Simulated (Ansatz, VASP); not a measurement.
**Two plane-wave programs on MoS2**

```
Mo S
1.0
     3.18444    0.00000    0.00000
    -1.59222    2.75780    0.00000
     0.00000    0.00000    7.27962
Mo S
1 2
Direct
  0.00000 0.00000 0.00000
  0.33333 0.66667 0.23579
  0.33333 0.66667 0.76421
```

Alike in both runs: task single point; functional PBE; dispersion D3(BJ); k mesh 12 × 12 × 6; occupations gaussian, width 0.05 eV; no spin polarisation.

```csv
,VASP,Ansatz
version,VASP 6.6.1,Ansatz 0.2.0
potentials or method,"VASP PAW PBE potentials, release 64 (Mo_sv, S), cutoff 500 eV","scalar-relativistic, plane waves, PAW"
valence electrons in the cell,26,26
```

Ansatz gave:

```
gap on the k mesh at the Fermi level (eV)                     : 1.16
least direct gap on the mesh (eV)                             : 1.84
pressure (GPa)                                                : -12.9
traceless stress, the component that is largest in VASP (GPa) : -8.89
rms of the force components (eV/Å)                            : 1.121
```

Task: What did VASP give for the same quantities?

Result: gap on the k mesh at the Fermi level (eV): 1.16; least direct gap on the mesh (eV): 1.84; pressure (GPa): -12.9; traceless stress, the component that is largest in VASP (GPa): -8.92; rms of the force components (eV/Å): 1.124.

Atom by atom the forces differ by 0.003 eV/Å (rms over components).
